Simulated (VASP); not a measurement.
Input of a VASP 6.6.1 run:

Contents of INCAR:

```
SYSTEM = Si
PREC = Accurate
ENCUT = 520
EDIFF = 1E-6
ISMEAR = 0
SIGMA = 0.05
LREAL = .FALSE.
LASPH = .TRUE.
NELM = 60
ALGO = Normal
ISIF = 2
LWAVE = .FALSE.
LCHARG = .FALSE.
GGA = PE
NBANDS = 16
```

Contents of KPOINTS:

```
Automatic mesh
0
G
  12 12 6
  0 0 0
```

POSCAR

```
Si
1.0
    3.8850721999      0.0000000000      0.0000000000
   -1.9425361000      3.3645712207      0.0000000000
    0.0000000000      0.0000000000      6.2538007202
Si
4
Direct
    0.3333333333      0.6666666667      0.0864996323
    0.6666666667      0.3333333333      0.5864996323
    0.3333333333      0.6666666667      0.4135003677
    0.6666666667      0.3333333333      0.9135003677
```

Potentials or basis: VASP PAW PBE potentials, release 64 (Si).

Command:

```console
$ cat potpaw_PBE.64/Si/POTCAR > POTCAR
$ mpirun -np 1 vasp_std > vasp.out
```

Estimate the largest force.

6.245 eV/Å.

Predict the band gap on the k mesh.

zero (bands 8 and 9 overlap by 1.02 eV).

Forces on the atoms (eV/Å):
```
Si   0.000  0.000 -6.245
Si   0.000  0.000 -6.245
Si   0.000  0.000  6.245
Si   0.000  0.000  6.245
```

Caveat: forces of over 1 eV/Å act on the atoms, so gaps and moduli don't describe the material at rest.
